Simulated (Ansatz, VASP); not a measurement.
**Two plane-wave programs on RhCl**

```xyz
4
Lattice="3.9973 0.0000 0.0000 0.0000 3.9973 0.0000 0.0000 0.0000 5.0509" Properties=species:S:1:pos:R:3 pbc="T T T"
Rh    0.0000    1.9986    1.1875
Rh    1.9986    0.0000    3.8634
Cl    0.0000    0.0000    0.0000
Cl    1.9986    1.9986    0.0000
```

Alike in both runs: task single point; functional PBE; k mesh 4 × 4 × 4; occupations gaussian, width 0.1 eV; collinear spin.

|  | VASP | Ansatz |
| --- | --- | --- |
| version | VASP 6.6.1 | Ansatz 0.2.0 |
| potentials or method | VASP PAW PBE potentials, release 64 (Rh_pv, Cl), cutoff 520 eV | scalar-relativistic, plane waves, PAW |
| valence electrons in the cell | 44 | 48 |

Ansatz gave:

* gap on the k mesh at the Fermi level (eV): none
* pressure (GPa): 11.9
* traceless stress, the component that is largest in VASP (GPa): -14.77
* rms of the force components (eV/Å): 0.337
* net moment per atom (μB): 0.00

Problem. Estimate VASP's values.

Solution. gap on the k mesh at the Fermi level (eV): none; pressure (GPa): 11.9; traceless stress, the component that is largest in VASP (GPa): -14.76; rms of the force components (eV/Å): 0.345; net moment per atom (μB): 0.00.

Atom by atom the forces differ by 0.008 eV/Å (rms over components). A gap of «none» marks a metal or a gap that the smearing closes. VASP's potentials hold 44 valence electrons a cell and Ansatz's 48, so a difference there can come from the potentials and not from the codes. Ansatz's warnings: seeded moment not kept.

The k mesh is coarse, so the values compare programs but aren't converged.
